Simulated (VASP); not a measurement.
# BaCaCd4Pb2F16: single point with PBE

BaCaCd4Pb2F16:

```xyz
24
Lattice="-5.7469 5.7502 0.0003 -5.7493 -0.0021 5.7544 0.0181 5.7686 5.7703" Properties=species:S:1:pos:R:3 pbc="T T T"
F   -10.1824    7.2354    7.3788
F    -7.1414    4.1447    7.1599
F    -6.9010    7.3646    4.1749
F   -10.3938    9.5314   10.2464
F    -4.5595    4.1349    4.2011
F    -6.8069    7.7208   10.2838
F    -7.0368   10.0150    7.3692
F    -4.3100    7.3424    7.1158
F    -7.6847    4.6485    4.4276
F    -4.1647    1.2182    4.0868
F    -4.1599    4.3216    1.4483
F    -7.2082    7.0705    7.4342
F    -1.5679    1.3768    1.4263
F    -4.2474    4.4451    7.4069
F    -3.7695    6.8182    4.4416
F    -1.5798    4.5843    4.1715
Ca   -5.6368    8.5396    8.5314
Cd   -8.6155    2.8529    5.6734
Cd   -8.5336    5.8051    2.7379
Cd   -0.0505    2.9695    2.7643
Cd   -8.6854    5.6631    8.4945
Ba   -8.6032    8.6164    5.7518
Pb    0.0055    5.7729    5.7007
Pb   -5.7062    5.7556    5.6721
```

* Program: VASP 6.6.1
* Task: single point
* Functional: PBE
* Potentials or basis: VASP PAW PBE potentials, release 64 (F, Ca_sv, Cd, Ba_sv, Pb_d)
* Cutoff: 520 eV
* k mesh: 2 × 2 × 2, shifted
* Occupations: gaussian, width 0.1 eV
* Spin: no spin polarisation

The pressure is 0.5 GPa and the largest force is 0.067 eV/Å. The band gap on the k mesh is 3.96 eV, direct.

Forces on the atoms (eV/Å):
```
F   -0.032 -0.045  0.010
F   -0.020  0.035 -0.033
F    0.019 -0.064 -0.001
F    0.000  0.039  0.035
F   -0.033  0.041 -0.017
F    0.015 -0.027  0.003
F    0.046  0.037  0.014
F    0.010 -0.025 -0.006
F    0.034 -0.011  0.048
F   -0.052 -0.009  0.002
F   -0.037 -0.034 -0.038
F    0.054 -0.025  0.007
F    0.042  0.030 -0.036
F   -0.045  0.030  0.009
F   -0.038  0.020  0.047
F    0.058  0.018  0.003
Ca  -0.023  0.020 -0.011
Cd  -0.004  0.010  0.023
Cd  -0.010 -0.011 -0.023
Cd   0.010 -0.009 -0.020
Cd   0.014  0.009 -0.021
Ba  -0.002 -0.010 -0.003
Pb   0.002 -0.014  0.010
Pb  -0.008 -0.004 -0.004
```

Stress tensor (GPa, compression positive):
```
0.51 0.01 0.00
0.01 0.51 0.01
0.00 0.01 0.43
```

Levels at points of the mesh, in eV from the valence-band top:
```tsv
k point	band 100	band 101	band 102	band 103	band 104	band 105	band 106	band 107	band 108	band 109
(0.25, 0.25, 0.25)	-1.13	-1.05	-0.97	-0.55	0.00	3.96	5.11	5.62	5.85	5.99
```

It took 8.6 min on 1 thread of Oxide Virtual Turin-like Processor, on a shared host, peak memory 0.57 GiB.

Caveat: spin-orbit coupling is left out, which moves the levels of the heavy elements. PBE gaps usually lie below the measured ones, often by a third to a half.
